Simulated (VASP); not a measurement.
Set up this calculation in VASP 6.6.1, as the native input.

| Item | Value |
| --- | --- |
| Task | single point |
| Functional | PBE |
| Potentials or basis | VASP PAW PBE potentials, release 64 (Al, N) |
| Cutoff | 600 eV |
| k mesh | 8 × 6 × 8 |
| Occupations | gaussian, width 0.02 eV |
| Spin | non-collinear spin, zero start, spin-orbit coupling |
| Starting moments | [[0.0, 0.0, 0.0], [0.0, 0.0, 0.0], [0.0, 0.0, 0.0], [0.0, 0.0, 0.0]] μB |
| Dipole correction | no |
| Further INCAR settings | ALGO = Normal; EDIFF = 1e-06; NBANDS = 30 |

The structure of AlN lies in POSCAR:

```
AlN
1.0
    3.1135143291      0.0000000000      0.0000000000
    0.0000000000      4.4031741909      0.0000000000
    0.0000000000      0.0000000000      3.1135143291
Al N
2 2
Direct
    0.0000000000      0.0000000000      0.0000000000
    0.5000000000      0.5000000000      0.5000000000
    0.0000000000      0.2500000000      0.5000000000
    0.5000000000      0.7500000000      0.0000000000
```

One way to write it, as run:

INCAR

```
  PREC = Accurate
  ENCUT = 600
  EDIFF = 1E-6
  ISMEAR = 0
  SIGMA = 0.02
  LREAL = False
  LASPH = True
  NELM = 200
  ALGO = Normal
  ISIF = 2
  LWAVE = False
  LCHARG = False
  MAGMOM = 0 0 0 0 0 0 0 0 0 0 0 0
  LORBIT = 11
  LSORBIT = True
  GGA_COMPAT = False
  LORBMOM = True
  GGA = PE
  NBANDS = 30
```

KPOINTS

```
Automatic mesh
0
Gamma
  8 6 8
```

Potentials or basis: VASP PAW PBE potentials, release 64 (Al, N).

Command:

```bash
$ cat potpaw_PBE.64/Al/POTCAR potpaw_PBE.64/N/POTCAR > POTCAR
$ mpirun -np 1 vasp_ncl > vasp.out
```

It gave:

| Item | Value |
| --- | --- |
| Pressure | -0.4 GPa |
| Net moment | 0.00 μB per cell |
| Valence electrons inside the program's atomic spheres | Al 0.80; N 3.83 |

Run time: 4.5 min on 1 thread of Oxide Virtual Turin-like Processor, with other jobs on the host, peak memory 0.35 GiB.
